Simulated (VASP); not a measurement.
Set up this calculation in VASP 6.6.1, as the native input.

```
Task                   : electric field gradients
Functional             : PBEsol
Potentials or basis    : VASP PAW PBE potentials, release 64 (Cs_sv, Cl)
Cutoff                 : 400 eV
k mesh                 : 6 × 6 × 6
Occupations            : fermi-dirac, width 0.03 eV
Spin                   : no spin polarisation
Dipole correction      : no
Further INCAR settings : ALGO = Normal; EDIFF = 1e-08; NBANDS = 15
```

The structure of CsCl lies in POSCAR:

```
CsCl
1.0
    4.1366977750      0.0000000000      0.0000000000
    0.0000000000      4.1366977750      0.0000000000
    0.0000000000      0.0000000000      4.1366977750
Cs Cl
1 1
Direct
    0.0000000000      0.0000000000      0.0000000000
    0.5000000000      0.5000000000      0.5000000000
```

The input as run:

INCAR

```
ALGO = Normal ; EDIFF = 1E-8
ENCUT = 400 ; GGA = PS
GGA_COMPAT = F ; ISIF = 2
ISMEAR = -1 ; LASPH = T
LCHARG = F ; LEFG = T
LREAL = F ; LWAVE = F
NBANDS = 15 ; NELM = 120
PREC = Accurate ; SIGMA = 0.03
```

KPOINTS

```
k-points
0
Gamma
  6 6 6
```

Potentials or basis: VASP PAW PBE potentials, release 64 (Cs_sv, Cl).

Command:

```console
$ cat potpaw_PBE.64/Cs_sv/POTCAR potpaw_PBE.64/Cl/POTCAR > POTCAR
$ mpirun -np 1 vasp_std > vasp.out
```

Results of the run:

```
Pressure                                : -0.8 GPa
Band gap on the k mesh                  : 5.00 eV
Largest electric field gradient by atom : zero within the noise of the run
```

Caveat: the PAW data sets were made with another functional, which shifts forces and pressure a little; spin-orbit coupling is left out, which moves the levels of the heavy elements.

It took 13 s on 1 thread of Intel(R) Xeon(R) Platinum 8259CL CPU @ 2.50GHz (Skylake/Cascade Lake) (shared host), peak memory 0.16 GiB.
